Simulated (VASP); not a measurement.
Here is a VASP 6.6.1 calculation.

File INCAR:

```
PREC = Accurate
ENCUT = 520
EDIFF = 1E-6
ISMEAR = -1
SIGMA = 0.01
LREAL = Auto
LASPH = True
NELM = 80
ALGO = Normal
ISIF = 2
LWAVE = False
LCHARG = True
GGA = PE
LELF = True
LVHAR = True
NBANDS = 86
```

KPOINTS

```
Automatic mesh
0
Gamma
  1 1 1
  0.25 0.25 0.25
```

Contents of POSCAR:

```
AlN
1.0
    6.2595139326      0.0000000578      0.0000000000
   -3.1297570163      5.4208980521      0.0000000000
    0.0000000000      0.0000000000     10.0348065068
Al N
16 16
Direct
    0.3335521365      0.1664662768      0.2500111521
    0.1664662768      0.3335521365      0.5000111521
    0.3335521365      0.1664662768      0.7500111521
    0.1664662768      0.3335521365      1.0000111521
    0.3335521365      0.6664662768      0.2500111521
    0.1664662768      0.8335521365      0.5000111521
    0.3335521365      0.6664662768      0.7500111521
    0.1664662768      0.8335521365      1.0000111521
    0.8335521365      0.1664662768      0.2500111521
    0.6664662768      0.3335521365      0.5000111521
    0.8335521365      0.1664662768      0.7500111521
    0.6664662768      0.3335521365      1.0000111521
    0.8335521365      0.6664662768      0.2500111521
    0.6664662768      0.8335521365      0.5000111521
    0.8335521365      0.6664662768      0.7500111521
    0.6664662768      0.8335521365      1.0000111521
    0.3319668409      0.1680147458      0.4399888479
    0.1680147458      0.3319668409      0.1899888479
    0.3319668409      0.1680147458      0.9399888479
    0.1680147458      0.3319668409      0.6899888479
    0.3319668409      0.6680147458      0.4399888479
    0.1680147458      0.8319668409      0.1899888479
    0.3319668409      0.6680147458      0.9399888479
    0.1680147458      0.8319668409      0.6899888479
    0.8319668409      0.1680147458      0.4399888479
    0.6680147458      0.3319668409      0.1899888479
    0.8319668409      0.1680147458      0.9399888479
    0.6680147458      0.3319668409      0.6899888479
    0.8319668409      0.6680147458      0.4399888479
    0.6680147458      0.8319668409      0.1899888479
    0.8319668409      0.6680147458      0.9399888479
    0.6680147458      0.8319668409      0.6899888479
```

Potentials or basis: VASP PAW PBE potentials, release 64 (Al, N).

Launch:

```console
$ cat potpaw_PBE.64/Al/POTCAR potpaw_PBE.64/N/POTCAR > POTCAR
$ mpirun -np 1 vasp_std > vasp.out
```

(1) Predict the band gap on the k mesh.

(2) Estimate the pressure.

(3) Predict the largest force.

Answers

(1) 5.74 eV.

(2) -0.6 GPa.

(3) 0.205 eV/Å.

Caveat: the k points lie up to 1.16 Å⁻¹ apart.
